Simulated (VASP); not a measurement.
# RbBr (Pm-3m) in VASP: single point with PBEsol

Aim: the single point of RbBr with PBEsol.

All numbers are computed with VASP 6.6.1; they aren't measurements. Logs are shortened: lines on timing, memory, paths and dates and some standing lists are left out, and cuts for length are marked.

## Step 1: The cell of the first run

The structure is cubic, space group Pm-3m (No. 221). The conventional cell has a = 4.219 Å, b = 4.219 Å, c = 4.219 Å, α = 90.00°, β = 90.00°, γ = 90.00°. Within 4.8 Å of Rb (site symmetry m-3m) lie 8 Br at 3.65 Å and 6 Rb at 4.22 Å. Within 4.8 Å of Br (site symmetry m-3m) lie 8 Rb at 3.65 Å and 6 Br at 4.22 Å.

## Step 2: Single point, PBEsol

File INCAR:

```
SYSTEM = RbBr
ALGO = Normal ; EDIFF = 1E-6
ENCUT = 520 ; GGA = PS
ISIF = 2 ; ISMEAR = 0
LASPH = .True. ; LCHARG = .False.
LREAL = .False. ; LWAVE = .False.
NBANDS = 15 ; NELM = 100
PREC = Accurate ; SIGMA = 0.05
```

File KPOINTS:

```
k-points
0
Gamma
  4 4 4
  0 0 0
```

File POSCAR:

```
RbBr
1.0
    4.2192757672      0.0000000000      0.0000000000
    0.0000000000      4.2192757672      0.0000000000
    0.0000000000      0.0000000000      4.2192757672
Rb Br
1 1
Direct
    0.0000000000      0.0000000000      0.0000000000
    0.5000000000      0.5000000000      0.5000000000
```

Potentials or basis: VASP PAW PBE potentials, release 64 (Rb_sv, Br).

Started as:

```sh
$ cat potpaw_PBE.64/Rb_sv/POTCAR potpaw_PBE.64/Br/POTCAR > POTCAR
$ mpirun -np 1 vasp_std > vasp.out
```

OUTCAR:

```text
SYSTEM = RbBr
   EDIFF = 1E-6
   ENCUT = 520
   GGA = PS
   ISIF = 2
   ISMEAR = 0
   LASPH = .True.
   LREAL = .False.
   NELM = 100
   PREC = Accurate

 ion  position               nearest neighbor table
   1  0.000  0.000  0.000-   2 3.65   2 3.65   2 3.65   2 3.65   2 3.65   2 3.65   2 3.65   2 3.65

   2  0.500  0.500  0.500-   1 3.65   1 3.65   1 3.65   1 3.65   1 3.65   1 3.65   1 3.65   1 3.65

  LATTYP: Found a simple cubic cell.
 ALAT       =     4.2192757672

  Lattice vectors:

 A1 = (   4.2192757672,   0.0000000000,   0.0000000000)
 A2 = (   0.0000000000,   4.2192757672,   0.0000000000)
 A3 = (   0.0000000000,   0.0000000000,   4.2192757672)

Analysis of symmetry for initial positions (statically):
=====================================================================
 Subroutine PRICEL returns:
 Original cell was already a primitive cell.

 Routine SETGRP: Setting up the symmetry group for a
 simple cubic supercell.

 Subroutine GETGRP returns: Found 48 space group operations
 (whereof 48 operations were pure point group operations)
 out of a pool of 48 trial point group operations.

The static configuration has the point symmetry O_h .

Analysis of symmetry for dynamics (positions and initial velocities):
=====================================================================
 Subroutine PRICEL returns:
 Original cell was already a primitive cell.

 Routine SETGRP: Setting up the symmetry group for a
 simple cubic supercell.

 Subroutine GETGRP returns: Found 48 space group operations
 (whereof 48 operations were pure point group operations)
 out of a pool of 48 trial point group operations.

The dynamic configuration has the point symmetry O_h .

 Subroutine INISYM returns: Found 48 space group operations
 (whereof 48 operations are pure point group operations),
 and found     1 'primitive' translations

----------------------------------------------------------------------------------------

                                     Primitive cell

  volume of cell :      75.1128

  direct lattice vectors                    reciprocal lattice vectors
     4.219275767  0.000000000  0.000000000     0.237007500  0.000000000  0.000000000
     0.000000000  4.219275767  0.000000000     0.000000000  0.237007500  0.000000000
     0.000000000  0.000000000  4.219275767     0.000000000  0.000000000  0.237007500

  length of vectors
[... 68 lines left out ...]
   LREAL  =      F    real-space projection
[... 7 lines left out ...]
   TEBEG  =    0.0;   TEEND  =   0.0 temperature during run
   PSTRESS=    0.0 pullay stress
   NELECT =      16.0000    total number of electrons
   NUPDOWN=      -1.0000    fix difference up-down
   EMIN   =  10.00;   EMAX   =-10.00  energy-range for DOS
   EFERMI =   0.00;   METHOD = LEGACY
   ISMEAR =     0;   SIGMA  =   0.05  broadening in eV -4-tet -1-fermi 0-gaus
   EFERMI_NEDOS =   21; number of points for ismear=-14 and -15
   IALGO  =     38    algorithm
   IMIX   =      4    mixing-type and parameters
     AMIX     =   0.40;   BMIX     =  1.00
     AMIX_MAG =   1.60;   BMIX_MAG =  1.00
  volume/ion in A,a.u.               =      37.56       253.44
  Fermi-wavevector in a.u.,A,eV,Ry     =   0.977710  1.847605 13.006050  0.955918
  Thomas-Fermi vector in A             =   2.108429
   LORBIT       =      0    0 simple, 1 ext, 2 COOP (PROOUT), +10 PAW based schemes
   GGA     = PS    functional components
   LHFCALC =     F    Hartree Fock is set to
   AEXX    =    0.0000 exact exchange contribution
   IVDW    =     0    specifies the selected vdW correction
   LEPSILON=     F    determine dielectric tensor
   LRPA    =     F    only Hartree local field effects (RPA)
 non-spin polarized calculation
 Gauss-broadening in eV      SIGMA  =   0.05
  energy-cutoff  :      520.00
  volume of cell :       75.11
 maximum number of plane-waves:      2048
 NGX is ok and might be reduce to    32
   NGX = 15   NGY = 15   NGZ = 15

 number of electron      16.0000001 magnetization

 Free energy of the ion-electron system (eV)
  ---------------------------------------------------
  ext. energy  EPLUGINS =         0.00000000
  ---------------------------------------------------
  free energy    TOTEN  =        -6.26468281 eV

  energy without entropy =       -6.26468281  energy(sigma->0) =       -6.26468281

 E-fermi :  -0.8052     XC(G=0):  -7.8264

 val. band max:       -1.0673659449   @ k =   0.5000   0.5000   0.0000
 cond. band min:       2.6354783324   @ k =   0.0000   0.0000   0.0000
 fundamental gap:      3.7028442773
 Fermi energy:        -0.8052329252

 k-point     1 :       0.0000    0.0000    0.0000
  band No.  band energies     occupation
      1     -26.2050      2.00000
      2     -13.5977      2.00000
      3     -10.2067      2.00000
      4     -10.2067      2.00000
      5     -10.2067      2.00000
      6      -1.2204      2.00000
      7      -1.2204      2.00000
      8      -1.2204      2.00000
      9       2.6355      0.00000
     10       4.4684      0.00000
     11       4.4684      0.00000
     12       8.6489      0.00000
     13       8.6489      0.00000
     14       8.6489      0.00000
[... 149 lines left out ...]
      2     -13.3504      2.00000
      3     -10.3967      2.00000
      4     -10.3967      2.00000
      5     -10.3967      2.00000
      6      -2.2758      2.00000
      7      -2.2758      2.00000
      8      -2.2758      2.00000
      9       6.8002      0.00000
     10       6.8002      0.00000
     11       6.8002      0.00000
     12       7.9055      0.00000
     13       7.9055      0.00000
     14       7.9055      0.00000
     15      10.7283      0.00000

------------------------ aborting loop because EDIFF is reached ----------------------------------------

  FORCE on cell =-STRESS in cart. coord.  units (eV):
  Direction    XX          YY          ZZ          XY          YZ          ZX
  --------------------------------------------------------------------------------------
  -------------------------------------------------------------------------------------
  Total       -0.6235395     -0.6235395     -0.6235395     -0.0000000     -0.0000000      0.0000000
  in kB      -13.3002819    -13.3002819    -13.3002819     -0.0000000     -0.0000000      0.0000000
  external PRESSURE =     -13.3002819 kB  Pullay stress =       0.0000000 kB

 VOLUME and BASIS-vectors are now :
 -----------------------------------------------------------------------------
  energy-cutoff  :      520.00
  volume of cell :       75.11
      direct lattice vectors                 reciprocal lattice vectors
     4.219275767  0.000000000  0.000000000     0.237007500  0.000000000  0.000000000
     0.000000000  4.219275767  0.000000000     0.000000000  0.237007500  0.000000000
     0.000000000  0.000000000  4.219275767     0.000000000  0.000000000  0.237007500

 POSITION                                       TOTAL-FORCE (eV/Angst)
 -----------------------------------------------------------------------------------
      0.00000      0.00000      0.00000         0.000000      0.000000      0.000000
      2.10964      2.10964      2.10964         0.000000      0.000000      0.000000
 -----------------------------------------------------------------------------------
    total drift:                                0.000000      0.000000     -0.000000

  FREE ENERGIE OF THE ION-ELECTRON SYSTEM (eV)
  ---------------------------------------------------
  free  energy   TOTEN  =        -6.2646828114 eV

  energy  without entropy=       -6.2646828114  energy(sigma->0) =       -6.26468281
```

OSZICAR:

```text
N       E                     dE             d eps       ncg     rms          rms(c)
DAV:   1     0.768154573946E+02    0.76815E+02   -0.66069E+03   300   0.909E+02
DAV:   2    -0.173989714104E+01   -0.78555E+02   -0.71620E+02   422   0.167E+02
DAV:   3    -0.638390693156E+01   -0.46440E+01   -0.46261E+01   412   0.408E+01
DAV:   4    -0.650025139045E+01   -0.11634E+00   -0.11634E+00   407   0.595E+00
DAV:   5    -0.650127951030E+01   -0.10281E-02   -0.10281E-02   434   0.482E-01    0.223E+00
DAV:   6    -0.629777294746E+01    0.20351E+00   -0.17602E-01   363   0.222E+00    0.144E+00
DAV:   7    -0.626270454717E+01    0.35068E-01   -0.89987E-02   363   0.167E+00    0.793E-01
DAV:   8    -0.626469415391E+01   -0.19896E-02   -0.13248E-02   373   0.667E-01    0.141E-01
DAV:   9    -0.626456057232E+01    0.13358E-03   -0.76266E-04   398   0.141E-01    0.582E-02
DAV:  10    -0.626468049350E+01   -0.11992E-03   -0.20452E-04   344   0.930E-02    0.125E-02
DAV:  11    -0.626468129490E+01   -0.80140E-06   -0.10211E-05   405   0.209E-02    0.951E-03
DAV:  12    -0.626468283221E+01   -0.15373E-05   -0.23574E-06   342   0.827E-03    0.232E-03
DAV:  13    -0.626468281136E+01    0.20847E-07   -0.55384E-08   297   0.151E-03
   1 F= -.62646828E+01 E0= -.62646828E+01  d E =-.152947E-14
```

Wall time 6.9 s (1 thread of Intel Xeon Platinum 8375C at 2.90GHz (Ice Lake), shared host); peak memory 0.17 GiB.

What came out:

```yaml
Free_energy: -6.2647 eV
Pressure: -1.3 GPa
Band_gap_on_the_k_mesh: 3.70 eV, indirect (least direct gap 3.86 eV)
```

Caveat: the PAW data sets were made with another functional, which shifts forces and pressure a little. A k mesh can miss the band edges.
